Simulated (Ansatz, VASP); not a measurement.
## One calculation of K2NaBAs2, two programs

INCAR

```
  PREC = Accurate
  ENCUT = 520
  EDIFF = 1E-6
  ISMEAR = 1
  SIGMA = 0.0675
  LREAL = False
  LASPH = True
  NELM = 100
  ALGO = Normal
  ISIF = 2
  LWAVE = False
  LCHARG = True
  GGA = PS
  LELF = True
  LVHAR = True
  NBANDS = 50
```

The input KPOINTS:

```
regular mesh
0
Gamma
  5 5 5
```

The input POSCAR:

```
K2NaBAs2
1.0
    0.0000000000      0.0000000000      6.5048510000
    6.6626830000      0.0000000000      0.0000000000
    3.3313410000      7.3270120000     -3.2524260000
B Na As K
2 2 4 4
Direct
    0.7500000000      0.5000000000      0.0000000000
    0.2500000000      0.5000000000      0.0000000000
    0.2500000000      0.0000000000      0.0000000000
    0.7500000000      0.0000000000      0.0000000000
    0.5946300000      0.6068400000      0.1892600000
    0.4053700000      0.3931600000      0.8107400000
    0.9053700000      0.7961000000      0.8107400000
    0.0946300000      0.2039000000      0.1892600000
    0.8258400000      0.4158300000      0.6516800000
    0.1741600000      0.5841700000      0.3483200000
    0.6741600000      0.0675100000      0.3483200000
    0.3258400000      0.9324900000      0.6516800000
```

Input for Ansatz:

```yaml
crystal:
  lattice:
    - [0.0, 0.0, 6.504851]
    - [6.662683, 0.0, 0.0]
    - [3.331341, 7.327012, -3.252426]
  atoms:
    - { symbol: B, position: [0.75, 0.5, 0.0] }
    - { symbol: B, position: [0.25, 0.5, 0.0] }
    - { symbol: Na, position: [0.25, 0.0, 0.0] }
    - { symbol: Na, position: [0.75, 0.0, 0.0] }
    - { symbol: As, position: [0.59463, 0.60684, 0.18926] }
    - { symbol: As, position: [0.40537, 0.39316, 0.81074] }
    - { symbol: As, position: [0.90537, 0.7961, 0.81074] }
    - { symbol: As, position: [0.09463, 0.2039, 0.18926] }
    - { symbol: K, position: [0.82584, 0.41583, 0.65168] }
    - { symbol: K, position: [0.17416, 0.58417, 0.34832] }
    - { symbol: K, position: [0.67416, 0.06751, 0.34832] }
    - { symbol: K, position: [0.32584, 0.93249, 0.65168] }
  symmetry: { tolerance: 0.0003 }
kpoints:
  mp_grid: { grid: [5, 5, 5], shift: [0, 0, 0] }
  band_path:
    path:
      - [0.0, 0.0, 0.0]
      - [0.0, 0.0, 0.5]
      - [0.0, 0.39663952, 0.69831976]
      - [0.0, 0.60336048, 0.30168024]
      - [0.0, 0.0, 0.0]
      - [0.59852148, 0.0, -0.29926074]
      - [0.40147852, 0.0, 0.29926074]
      - [0.0, 0.0, 0.5]
      - [0.0, 0.0, 0.0]
      - [0.5, 0.5, 0.0]
      - [0.5, 0.5, 0.25]
    npoints: 7
magnetization:
  spin_polarized: false
scf:
  occupations: { method: methfessel_paxton, width: 0.0675 }
  lower_state_search: "off"
  max_iter: 200
hamiltonian:
  pseudopotentials: { kind: paw }
  xc: pbesol
basis:
  ecutwfc: 420
  fft_grid_basis: typed
output:
  forces: true
  stress: true
  eigenvalues: true
  bader: true
  populations: true
  elf: true
  write_potential: true
  volumetric_format: npy
  dos:
    e_range: [-12, 8]
    de: 0.05
    projected: { site_lists: { As: [As], B: [B], K: [K], Na: [Na] } }
checkpoint:
  read: saved_state
```

Alike in both runs: task single point; functional PBEsol; k mesh 5 × 5 × 5; occupations methfessel-paxton of order 1, width 0.0675 eV; no spin polarisation.

|  | VASP | Ansatz |
| --- | --- | --- |
| version | VASP 6.6.1 | Ansatz 0.2.0 |
| potentials or method | VASP PAW PBE potentials, release 64 (B, Na_pv, As, K_sv), cutoff 520 eV | PAW plane waves |
| valence electrons in the cell | 76 | 120 |

```csv
,VASP,Ansatz,Ansatz less VASP
gap on the k mesh at the Fermi level (eV),0.68,0.68,-0.001
pressure (GPa),-5.0,-5.1,-0.07
"traceless stress, the component that is largest in VASP (GPa)",-0.30,-0.30,-0.001
rms of the force components (eV/Å),0.732,0.733,+0.0014
```

VASP's potentials were made for PBE, not for PBEsol. Atom by atom the forces differ by 0.002 eV/Å (rms over components). VASP's potentials hold 76 valence electrons a cell and Ansatz's 120, so a difference there can come from the potentials and not from the codes.
